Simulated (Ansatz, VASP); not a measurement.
**Two plane-wave programs on Al2Pt**

INCAR

```
PREC     = Accurate       # precision mode
ENCUT    = 500            # plane-wave cutoff, eV
EDIFF    = 1E-7           # SCF threshold, eV
ISMEAR   = 0              # smearing method
SIGMA    = 0.2            # smearing width, eV
LREAL    = False          # projectors in reciprocal space
LASPH    = True           # aspherical terms in the spheres
NELM     = 120            # most SCF steps
ALGO     = Normal         # electronic algorithm
ISIF     = 3              # what is computed and relaxed
LWAVE    = False          # write WAVECAR
LCHARG   = False          # write CHGCAR
GGA      = PE             # functional
IBRION   = 2              # ionic algorithm
NSW      = 36             # ionic steps
EDIFFG   = -0.08          # ionic threshold
GGA_COMPAT= False        
NELMIN   = 4
```

Contents of KPOINTS:

```
regular mesh
0
Gamma
  6 6 6
```

Contents of POSCAR:

```
Al2Pt
1.0
    0.0000000000      2.6783290800      2.6783290800
    2.6783290800      0.0000000000      2.6783290800
    2.6783290800      2.6783290800      0.0000000000
Al Pt
2 1
Direct
    0.2500000000      0.2500000000      0.2500000000
    0.7500000000      0.7500000000      0.7500000000
    0.0000000000      0.0000000000      0.0000000000
```

Input for Ansatz:

```yaml
crystal:
  lattice:
    - [0.0, 2.67832908, 2.67832908]
    - [2.67832908, 0.0, 2.67832908]
    - [2.67832908, 2.67832908, 0.0]
  atoms:
    - { symbol: Al, position: [0.25, 0.25, 0.25] }
    - { symbol: Al, position: [0.75, 0.75, 0.75] }
    - { symbol: Pt, position: [0.0, 0.0, 0.0] }
basis:
  ecutwfc: 420
kpoints:
  mp_grid: { grid: [6, 6, 6] }
hamiltonian:
  xc: pbe
scf:
  occupations: { method: gaussian, width: 0.2 }
  lower_state_search: "off"
output:
  forces: true
  stress: true
  eigenvalues: true
relax:
  adjacent_minimum: "off"
  f_tol: 0.08
  max_steps: 16
  cell: { stress_tol: 0.8 }
```

Change from the starting cell: species swapped into the CeO2 type (Fm-3m, No. 225).

Alike in both runs: task relaxation of cell and atoms; functional PBE; k mesh 6 × 6 × 6; occupations gaussian, width 0.2 eV; no spin polarisation.

|  | VASP | Ansatz |
| --- | --- | --- |
| version | VASP 6.6.1 | Ansatz 0.2.0 |
| potentials or method | VASP PAW PBE potentials, release 64 (Al, Pt), cutoff 500 eV | scalar-relativistic, plane waves, PAW |
| valence electrons in the cell | 16 | 24 |

|  | VASP | Ansatz | Ansatz less VASP |
| --- | --- | --- | --- |
| gap on the k mesh at the Fermi level, each at its own relaxed structure (eV) | none | none | - |
| relaxed volume (Å³/atom) | 17.49 | 17.50 | +0.007 |
| relaxed cell length with the largest relative difference (Å) | 4.202 | 4.203 | +0.0006 |

A gap of «none» marks a metal or a gap that the smearing closes. VASP's potentials hold 16 valence electrons a cell and Ansatz's 24, so a difference there can come from the potentials and not from the codes.

Neither program's run includes spin-orbit coupling. Noted on VASP's run: the volume moved by over 15 % at a fixed basis, so the end points are rough.
